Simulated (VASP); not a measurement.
Here is a VASP 6.6.1 calculation.

INCAR

```
  PREC = Accurate
  ENCUT = 600
  EDIFF = 1E-6
  ISMEAR = -1
  SIGMA = 0.15
  LREAL = False
  LASPH = True
  NELM = 100
  ALGO = Normal
  ISIF = 3
  LWAVE = False
  LCHARG = False
  GGA = PS
  IBRION = 2
  NSW = 80
  EDIFFG = -0.001
```

KPOINTS

```
Automatic mesh
0
Gamma
  14 14 14
```

File POSCAR:

```
TiB
1.0
    0.0000000000      2.4533420120      2.4533420120
    2.4533420120      0.0000000000      2.4533420120
    2.4533420120      2.4533420120      0.0000000000
Ti B
1 1
Direct
    0.7500000000      0.7500000000      0.7500000000
    0.0000000000      0.0000000000      0.0000000000
```

Potentials or basis: VASP PAW PBE potentials, release 64 (Ti_sv, B).

Run with:

```bash
$ cat potpaw_PBE.64/Ti_sv/POTCAR potpaw_PBE.64/B/POTCAR > POTCAR
$ mpirun -np 1 vasp_std > vasp.out
```

Problem. Predict the relaxed volume.

Solution. 14.84 Å³/atom.

Problem. What does it give for the relaxed cell?

Solution. a = 3.475 Å, b = 3.475 Å, c = 3.475 Å, α = 60.00°, β = 60.00°, γ = 60.00°.

Problem. Estimate the space group after relaxing (to 0.05 Å).

Solution. F-43m (No. 216).

Final structure:
```cif
data_structure
_symmetry_space_group_name_H-M 'P 1'
_symmetry_Int_Tables_number 1
_cell_length_a 3.4752
_cell_length_b 3.4752
_cell_length_c 3.4752
_cell_angle_alpha 60.000
_cell_angle_beta 60.000
_cell_angle_gamma 60.000
_cell_volume 29.68
loop_
_atom_site_label
_atom_site_type_symbol
_atom_site_fract_x
_atom_site_fract_y
_atom_site_fract_z
_atom_site_occupancy
Ti1 Ti 0.75000 0.75000 0.75000 1
B1 B 0.00000 0.00000 0.00000 1
```

Caveat: the PAW data sets were made with another functional, which shifts forces and pressure a little. Zero-point motion and thermal expansion aren't in these numbers.
